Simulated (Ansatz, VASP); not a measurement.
# One calculation of KI, two programs

File POSCAR:

```
KI
1.0
    0.0000000000      3.5245500000      3.5245500000
    3.5245500000      0.0000000000      3.5245500000
    3.5245500000      3.5245500000      0.0000000000
K I
1 1
Direct
    0.0000000000      0.0000000000      0.0000000000
    0.4964534480      0.4964534480      0.5035465520
```

INCAR.step1

```
PREC = Accurate
ENCUT = 520
ISMEAR = 0
SIGMA = 0.05
LREAL = False
LASPH = True
NELM = 100
NBANDS = 15
GGA = PE
ALGO = Normal
EDIFF = 1E-4
LWAVE = True
LCHARG = False
```

INCAR.step2

```
PREC = Accurate
ENCUT = 520
EDIFF = 1E-6
ISMEAR = 0
SIGMA = 0.05
LREAL = False
LASPH = True
NELM = 100
ALGO = Normal
ISIF = 2
LWAVE = False
LCHARG = True
METAGGA = R2SCAN
LMIXTAU = True
LELF = True
LVHAR = True
NBANDS = 15
ISTART = 1
```

KPOINTS

```
regular mesh
0
Gamma
  6 6 6
```

Input for Ansatz:

```yaml
crystal:
  lattice:
    - [0.0, 3.52455, 3.52455]
    - [3.52455, 0.0, 3.52455]
    - [3.52455, 3.52455, 0.0]
  atoms:
    - { symbol: K, position: [0.0, 0.0, 0.0] }
    - { symbol: I, position: [0.496453448, 0.496453448, 0.503546552] }
basis:
  ecutwfc: 500
kpoints:
  mp_grid: { grid: [6, 6, 6] }
hamiltonian:
  xc: r2scan
scf:
  occupations: { method: gaussian, width: 0.05 }
output:
  forces: true
  stress: true
  eigenvalues: true
```

Change from the starting cell: all I atoms moved +0.025 Å, as atom 2 towards its neighbour atom 1 (K) at 3.525 Å.

Alike in both runs: task single point; functional r2SCAN; k mesh 6 × 6 × 6; occupations gaussian, width 0.05 eV; no spin polarisation.

|  | VASP | Ansatz |
| --- | --- | --- |
| version | VASP 6.6.1 | Ansatz 0.2.0 |
| potentials or method | VASP PAW PBE potentials, release 64 (K_sv, I), cutoff 520 eV | scalar-relativistic, plane waves, PAW |
| valence electrons in the cell | 16 | 26 |

|  | VASP | Ansatz | Ansatz less VASP |
| --- | --- | --- | --- |
| gap on the k mesh at the Fermi level (eV) | 4.63 | 4.63 | +0.003 |
| least direct gap on the mesh (eV) | 4.63 | 4.63 | +0.003 |
| pressure (GPa) | 0.2 | 0.2 | 0.00 |
| rms of the force components (eV/Å) | 0.018 | 0.018 | -0.0002 |

VASP's potentials were made for PBE, not for r2SCAN. Atom by atom the forces differ by 0.000 eV/Å (rms over components). VASP's potentials hold 16 valence electrons a cell and Ansatz's 26, so a difference there can come from the potentials and not from the codes.

Spin-orbit coupling is off throughout.
